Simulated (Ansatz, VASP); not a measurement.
## PbO in VASP and in Ansatz

```
Pb O
1.0
     3.97440    0.00000    0.00000
     0.00000    3.97440    0.00000
     0.00000    0.00000    5.17266
Pb O
2 2
Direct
  0.00000 0.50000 0.23510
  0.50000 0.00000 0.76490
  0.00000 0.00000 0.00000
  0.50000 0.50000 0.00000
```

Change from the starting cell: strain +0.000 along x and y, +0.030 along z, atoms carried along.

Alike in both runs: task single point; functional PBE; k mesh 8 × 8 × 6; occupations gaussian, width 0.05 eV; no spin polarisation.

|  | VASP | Ansatz |
| --- | --- | --- |
| version | VASP 6.6.1 | Ansatz 0.2.0 |
| potentials or method | VASP PAW PBE potentials, release 64 (Pb_d, O), cutoff 520 eV | scalar-relativistic, plane waves, PAW |
| valence electrons in the cell | 40 | 40 |

|  | VASP | Ansatz | Ansatz less VASP |
| --- | --- | --- | --- |
| gap on the k mesh at the Fermi level (eV) | 1.22 | 1.21 | -0.008 |
| least direct gap on the mesh (eV) | 2.16 | 2.16 | -0.001 |
| pressure (GPa) | 2.6 | 2.5 | -0.08 |
| traceless stress, the component that is largest in VASP (GPa) | -1.26 | -1.25 | +0.010 |
| rms of the force components (eV/Å) | 0.013 | 0.029 | +0.0162 |

Atom by atom the forces differ by 0.016 eV/Å (rms over components). The functional is the same, so the differences come from potentials, cutoffs and numerics.

Neither program's run includes spin-orbit coupling.
